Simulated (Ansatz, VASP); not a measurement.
This is a calculation of ZnS for Ansatz 0.2.0.

File input.yaml:

```yaml
crystal:
  lattice:
    - [3.8867640791, 0.0, 0.0]
    - [-1.9433820395, 3.366036431, 0.0]
    - [0.0, 0.0, 19.0565534549]
  atoms:
    - { symbol: Zn, position: [0.3333333333, 0.6666666667, 0.83333] }
    - { symbol: Zn, position: [0.6666666667, 0.3333333333, 0.33333] }
    - { symbol: Zn, position: [0.6666666667, 0.3333333333, 0.66667] }
    - { symbol: Zn, position: [0.3333333333, 0.6666666667, 0.16667] }
    - { symbol: Zn, position: [0.0, 0.0, 0.5] }
    - { symbol: Zn, position: [0.0, 0.0, 0.0] }
    - { symbol: S, position: [0.3333333333, 0.6666666667, 0.95833] }
    - { symbol: S, position: [0.6666666667, 0.3333333333, 0.45833] }
    - { symbol: S, position: [0.6666666667, 0.3333333333, 0.79167] }
    - { symbol: S, position: [0.3333333333, 0.6666666667, 0.29167] }
    - { symbol: S, position: [0.0, 0.0, 0.625] }
    - { symbol: S, position: [0.0, 0.0, 0.125] }
hamiltonian:
  xc: pbe
  pseudopotentials: { kind: paw, core: small }
kpoints:
  mp_grid: { grid: [8, 8, 2] }
scf:
  occupations: { method: fermi_dirac, width: 0.05 }
output:
  forces: true
  stress: true
  eigenvalues: true
```

Potentials or basis: Ansatz PAW.

Run with:

```bash
$ ansatz run input.yaml --threads 2 --pin off --max-ram 5120MiB --backend cpu --events-out ev --progress --plain --runs-dir out
```

Q: Translate it to VASP 6.6.1. Potentials there: VASP PAW PBE potentials, release 64 (Zn, S).

A: As run (the cutoff follows the program's own potentials):

The input INCAR:

```
PREC = Accurate ; ENCUT = 520
EDIFF = 1E-7 ; ISMEAR = -1
SIGMA = 0.05 ; LREAL = F
LASPH = T ; NELM = 60
ALGO = Normal ; ISIF = 2
LWAVE = F ; LCHARG = T
GGA = PE ; LELF = T
LVHAR = T ; NBANDS = 66
```

File KPOINTS:

```
regular mesh
0
Gamma
  8 8 2
```

File POSCAR:

```
ZnS
1.0
    3.8867640791      0.0000000000      0.0000000000
   -1.9433820395      3.3660364310      0.0000000000
    0.0000000000      0.0000000000     19.0565534549
Zn S
6 6
Direct
    0.3333333333      0.6666666667      0.8333300000
    0.6666666667      0.3333333333      0.3333300000
    0.6666666667      0.3333333333      0.6666700000
    0.3333333333      0.6666666667      0.1666700000
    0.0000000000      0.0000000000      0.5000000000
    0.0000000000      0.0000000000      0.0000000000
    0.3333333333      0.6666666667      0.9583300000
    0.6666666667      0.3333333333      0.4583300000
    0.6666666667      0.3333333333      0.7916700000
    0.3333333333      0.6666666667      0.2916700000
    0.0000000000      0.0000000000      0.6250000000
    0.0000000000      0.0000000000      0.1250000000
```

Potentials or basis: VASP PAW PBE potentials, release 64 (Zn, S).

The run is started by

```bash
$ cat potpaw_PBE.64/Zn/POTCAR potpaw_PBE.64/S/POTCAR > POTCAR
$ mpirun -np 1 vasp_std > vasp.out
```

Both were run:

|  | VASP | Ansatz | Ansatz less VASP |
| --- | --- | --- | --- |
| gap on the k mesh at the Fermi level (eV) | 1.91 | 1.91 | -0.003 |
| least direct gap on the mesh (eV) | 1.91 | 1.91 | -0.003 |
| pressure (GPa) | -1.8 | -1.9 | -0.14 |
| rms of the force components (eV/Å) | 0.008 | 0.008 | -0.0001 |

Atom by atom the forces differ by 0.000 eV/Å (rms over components).
